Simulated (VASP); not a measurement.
**Se: single point with PBE**

The system is Se.

```xyz
3
Lattice="4.2459 0.0000 0.0000 -2.1230 3.6771 0.0000 0.0000 0.0000 5.1143" Properties=species:S:1:pos:R:3 pbc="T T T"
Se    1.0543    0.0000    1.7048
Se   -0.5271    0.9130    3.4096
Se    1.5958    2.7640    0.0000
```

This cell differs from its parent crystal: strained.

* Program: VASP 6.6.1
* Task: single point
* Functional: PBE
* Potentials or basis: VASP PAW PBE potentials, release 64 (Se)
* Cutoff: 520 eV
* k mesh: 9 × 9 × 6
* Occupations: gaussian, width 0.02 eV
* Spin: no spin polarisation

```json
{"Pressure": "-1.8 GPa", "Largest force": "0.579 eV/Å", "Band gap on the k mesh": "0.70 eV (least direct gap 0.80 eV)"}
```

Forces in eV/Å, atoms in the order of the input:
```
Se  -0.579  0.000  0.000
Se   0.289 -0.501  0.000
Se   0.289  0.501  0.000
```

Stress tensor (GPa, compression positive):
```
-1.65  0.00  0.00
 0.00 -1.65  0.00
 0.00  0.00 -1.95
```

Levels at points of the mesh, in eV from the valence-band top:
```csv
k point,band 6,band 7,band 8,band 9,band 10,band 11,band 12,band 13
"(0.00, 0.00, 0.00)",-3.39,-1.77,-1.77,-0.54,1.41,1.41,1.76,6.59
"(0.00, 0.00, 0.50)",-3.04,-1.36,-1.36,-1.19,0.78,0.78,0.97,6.16
```

Wall time 25 s on 1 thread of Intel(R) Xeon(R) 6975P-C (Granite Rapids) (shared host), peak memory 0.22 GiB.

Caveat: the cell differs from its parent crystal (strained); semilocal functionals underestimate gaps, and a narrow one can read as zero. A k mesh can miss the band edges.
